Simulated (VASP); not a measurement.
Here is a VASP 6.6.1 calculation.

INCAR

```
SYSTEM = Co
PREC = Accurate ; ENCUT = 520
EDIFF = 1E-6 ; ISMEAR = -1
SIGMA = 0.05 ; LREAL = .FALSE.
LASPH = .TRUE. ; NELM = 150
ALGO = Normal ; ISIF = 2
LWAVE = .FALSE. ; LCHARG = .FALSE.
ISPIN = 2 ; MAGMOM = 2 2 2 2
LORBIT = 11 ; LMAXMIX = 4
GGA = PS ; IVDW = 13
NBANDS = 30
```

The input KPOINTS:

```
regular mesh
0
G
  12 12 4
  0 0 0
```

POSCAR

```
Co
1.0
    2.4539803297      0.0000000000      0.0000000000
   -1.2269901649      2.1252093060      0.0000000000
    0.0000000000      0.0000000000      8.0339487160
Co
4
Direct
    0.6666666667      0.3333333333      0.7500000000
    0.0000000000      0.0000000000      0.5000000000
    0.3333333333      0.6666666667      0.2500000000
    0.0000000000      0.0000000000      0.0000000000
```

Potentials or basis: VASP PAW PBE potentials, release 64 (Co).

The run is started by

```bash
$ cat potpaw_PBE.64/Co/POTCAR > POTCAR
$ mpirun -np 1 vasp_std > vasp.out
```

(1) What does it give for the pressure?

(2) What does it give for the site moments?

(3) Predict the dispersion energy per atom.

Results:

(1) -5.9 GPa.

(2) Co +1.63, +1.61 (each value once) μB.

(3) -0.254 eV.

Caveat: the cell stands under tension; the PAW data sets were made with another functional, which shifts forces and pressure a little.
